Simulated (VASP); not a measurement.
**KBr: single point with r2SCAN**

The system is KBr.

```
K Br
1.0
     0.00000    3.29250    3.29250
     3.29250    0.00000    3.29250
     3.29250    3.29250    0.00000
K Br
1 1
Direct
  0.97153 0.97153 0.02847
  0.50000 0.50000 0.50000
```

This cell differs from its parent crystal: all K atoms moved +0.188 Å, as atom 1 towards its neighbour atom 2 (Br) at 3.292 Å.

```yaml
Program: VASP 6.6.1
Task: single point
Functional: r2SCAN
Potentials_or_basis: VASP PAW PBE potentials, release 64 (K_sv, Br)
Cutoff: 520 eV
k_mesh: 6 × 6 × 6
Occupations: gaussian, width 0.05 eV
Spin: no spin polarisation
Dipole_correction: no
Further_INCAR_settings: ALGO = Normal; EDIFF = 1e-07; NBANDS = 15
```

```json
{
  "Pressure": "0.4 GPa",
  "Largest force": "0.286 eV/Å",
  "Band gap on the k mesh": "5.11 eV"
}
```

Forces on the atoms (eV/Å):
```
K    0.000  0.000  0.286
Br   0.000  0.000 -0.286
```

Stress tensor (GPa, compression positive):
```
0.12 0.00 0.00
0.00 0.12 0.00
0.00 0.00 0.94
```

Levels at points of the mesh, in eV from the valence-band top:
```tsv
k point	band 5	band 6	band 7	band 8	band 9	band 10	band 11	band 12
(0.00, 0.00, 0.00)	-11.55	0.00	0.00	0.00	5.11	8.27	8.28	8.28
(0.50, 0.00, 0.00)	-11.30	-1.17	-0.32	-0.32	7.14	8.88	10.38	10.49
(0.50, 0.50, 0.00)	-11.59	-0.81	-0.28	-0.28	6.37	8.07	9.71	10.26
(0.00, 0.50, 0.50)	-11.57	-0.82	-0.30	-0.28	6.41	8.04	10.19	10.24
```

Wall time 3.3 min on 1 thread of Intel(R) Xeon(R) Platinum 8375C CPU @ 2.90GHz (Ice Lake), on a shared host, peak memory 0.22 GiB.

Caveat: the cell differs from its parent crystal (all K atoms moved +0.188 Å, as atom 1 towards its neighbour atom 2 (Br) at 3.292 Å); the PAW data sets were made with another functional, which shifts forces and pressure a little.
